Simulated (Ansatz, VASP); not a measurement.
# Two plane-wave programs on BeZn4O

File INCAR:

```
SYSTEM = BeZn4O
  PREC = Accurate
  ENCUT = 600
  EDIFF = 1E-6
  ISMEAR = 0
  SIGMA = 0.2
  LREAL = .False.
  LASPH = .True.
  NELM = 100
  ALGO = Normal
  ISIF = 3
  LWAVE = .False.
  LCHARG = .False.
  GGA = PE
  IBRION = 2
  NSW = 36
  EDIFFG = -0.08
```

File KPOINTS:

```
regular mesh
0
Gamma
  7 7 1
  0 0 0
```

File POSCAR:

```
BeZn4O
1.0
    2.6800000000      0.0000000000      0.0000000000
   -1.3400000000      2.3209480800      0.0000000000
    0.0000000000      0.0000000000     23.4000000000
Be Zn O
2 8 2
Direct
    0.3333333300      0.6666666700      0.0235000000
    0.0000000000      0.0000000000      0.1175000000
    0.0000000000      0.0000000000      0.9167000000
    0.0000000000      0.0000000000      0.2137000000
    0.3333333300      0.6666666700      0.3141000000
    0.0000000000      0.0000000000      0.4145000000
    0.3333333300      0.6666666700      0.5150000000
    0.0000000000      0.0000000000      0.6154000000
    0.3333333300      0.6666666700      0.7158000000
    0.6666666700      0.3333333300      0.8162000000
    0.0000000000      0.0000000000      0.0000000000
    0.3333333300      0.6666666700      0.0940000000
```

Input for Ansatz:

```yaml
crystal:
  lattice:
    - [2.68, 0.0, 0.0]
    - [-1.34, 2.32094808, 0.0]
    - [0.0, 0.0, 23.4]
  atoms:
    - { symbol: Be, position: [0.33333333, 0.66666667, 0.0235] }
    - { symbol: Be, position: [0.0, 0.0, 0.1175] }
    - { symbol: Zn, position: [0.0, 0.0, 0.9167] }
    - { symbol: Zn, position: [0.0, 0.0, 0.2137] }
    - { symbol: Zn, position: [0.33333333, 0.66666667, 0.3141] }
    - { symbol: Zn, position: [0.0, 0.0, 0.4145] }
    - { symbol: Zn, position: [0.33333333, 0.66666667, 0.515] }
    - { symbol: Zn, position: [0.0, 0.0, 0.6154] }
    - { symbol: Zn, position: [0.33333333, 0.66666667, 0.7158] }
    - { symbol: Zn, position: [0.66666667, 0.33333333, 0.8162] }
    - { symbol: O, position: [0.0, 0.0, 0.0] }
    - { symbol: O, position: [0.33333333, 0.66666667, 0.094] }
basis:
  ecutwfc: 420
kpoints:
  mp_grid: { grid: [7, 7, 1] }
hamiltonian:
  xc: pbe
scf:
  occupations: { method: gaussian, width: 0.2 }
  lower_state_search: "off"
output:
  forces: true
  stress: true
  eigenvalues: true
relax:
  adjacent_minimum: "off"
  f_tol: 0.08
  max_steps: 16
  cell: { stress_tol: 0.8 }
```

Alike in both runs: task relaxation of cell and atoms; functional PBE; k mesh 7 × 7 × 1; occupations gaussian, width 0.2 eV; no spin polarisation.

|  | VASP | Ansatz |
| --- | --- | --- |
| version | VASP 6.6.1 | Ansatz 0.2.0 |
| potentials or method | VASP PAW PBE potentials, release 64 (Be, Zn, O), cutoff 600 eV | scalar-relativistic, plane waves, PAW |
| valence electrons in the cell | 112 | 112 |

Ansatz gave:

```
gap on the k mesh at the Fermi level, each at its own relaxed structure (eV) : none
relaxed volume (Å³/atom)                                                     : 14.26
relaxed cell length with the largest relative difference (Å)                 : 27.982
```

Question: What did VASP give for the same quantities?

Answer: gap on the k mesh at the Fermi level, each at its own relaxed structure (eV): none; relaxed volume (Å³/atom): 14.10; relaxed cell length with the largest relative difference (Å): 27.575.

A gap of «none» marks a metal or a gap that the smearing closes.

The k mesh is coarse, so the values compare programs but aren't converged. Noted on VASP's run: the volume moved by over 15 % at a fixed basis, so the end points are rough.
